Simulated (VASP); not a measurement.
Input of a VASP 6.6.1 run:

File POSCAR:

```
Ba
1.0
    2.5129545187      2.5129545187      2.5129545187
   -2.5129545187      2.5129545187      2.5129545187
   -2.5129545187     -2.5129545187      2.5129545187
Ba
1
Direct
    0.0000000000      0.0000000000      0.0000000000
```

Contents of INCAR.step1:

```
PREC = Accurate
ENCUT = 550
ISMEAR = -1
SIGMA = 0.05
LREAL = F
LASPH = T
NELM = 120
NBANDS = 11
GGA = PE
ALGO = Normal
EDIFF = 1E-5
LWAVE = T
LCHARG = F
GGA_COMPAT = F
```

INCAR.step2

```
PREC = Accurate
ENCUT = 550
EDIFF = 1E-6
ISMEAR = -1
SIGMA = 0.05
LREAL = F
LASPH = T
NELM = 120
ALGO = Normal
ISIF = 2
LWAVE = F
LCHARG = F
METAGGA = R2SCAN
LMIXTAU = T
IVDW = 12
VDW_S6 = 1.0
VDW_S8 = 0.78981345
VDW_A1 = 0.49484001
VDW_A2 = 5.73083694
NBANDS = 11
ISTART = 1
GGA_COMPAT = F
```

Contents of KPOINTS:

```
Automatic mesh
0
Gamma
  7 7 7
```

Potentials or basis: VASP PAW PBE potentials, release 64 (Ba_sv).

Launch:

```console
$ cat potpaw_PBE.64/Ba_sv/POTCAR > POTCAR
$ cp INCAR.step1 INCAR
$ mpirun -np 1 vasp_std > vasp.out
$ cp INCAR.step2 INCAR
$ mpirun -np 1 vasp_std > vasp.out
```

Predict the dispersion energy per atom.

-0.094 eV.

Predict the band gap on the k mesh.

zero (bands 5 and 6 overlap by 0.85 eV).

Caveat: spin-orbit coupling is left out, which moves the levels of the heavy elements.
